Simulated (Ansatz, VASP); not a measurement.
**Ni: VASP and Ansatz over several settings**

```
CELL_PARAMETERS angstrom
0.00000 1.73757 1.73757
1.73757 0.00000 1.73757
1.73757 1.73757 0.00000
ATOMIC_POSITIONS crystal
Ni 0.00000 0.00000 0.00000
```

Single points on this cell with VASP 6.6.1 and Ansatz 0.2.0. Each row is one pair of runs. Alike in all rows: spin: collinear, typed start; k mesh: 7 × 7 × 7; smearing: fermi-dirac, width 0.05 eV; VASP's potentials, cutoff: VASP PAW PBE potentials, release 64 (Ni), 520 eV; Ansatz's potentials, cutoff: Ansatz PAW, 420 eV.

```csv
level,"gap on the k mesh at the Fermi level (eV), VASP","gap on the k mesh at the Fermi level (eV), Ansatz","pressure (GPa), VASP","pressure (GPa), Ansatz","net moment per atom (μB), VASP","net moment per atom (μB), Ansatz"
PBE0,?,none,?,6.1,?,0.99
PBEsol-based global hybrid,none,none,-2.6,-1.7,0.85,0.99
HF,none,none,35.1,35.8,0.99,0.99
```

Q: Fill in what VASP gave in row 1.

A: gap on the k mesh at the Fermi level (eV): none; pressure (GPa): 5.3; net moment per atom (μB): 0.84.

VASP's potentials hold 10 valence electrons a cell and Ansatz's 18, so a difference there can come from the potentials and not from the codes.

A gap of «none» marks a metal or a gap that the smearing closes.

In some rows the two programs ended in different magnetic states.

The k mesh is coarse, so the values compare programs but aren't converged. Noted on Ansatz's runs: the magnetic or orbital state may not be the lowest; Pulay correction over one GPa.
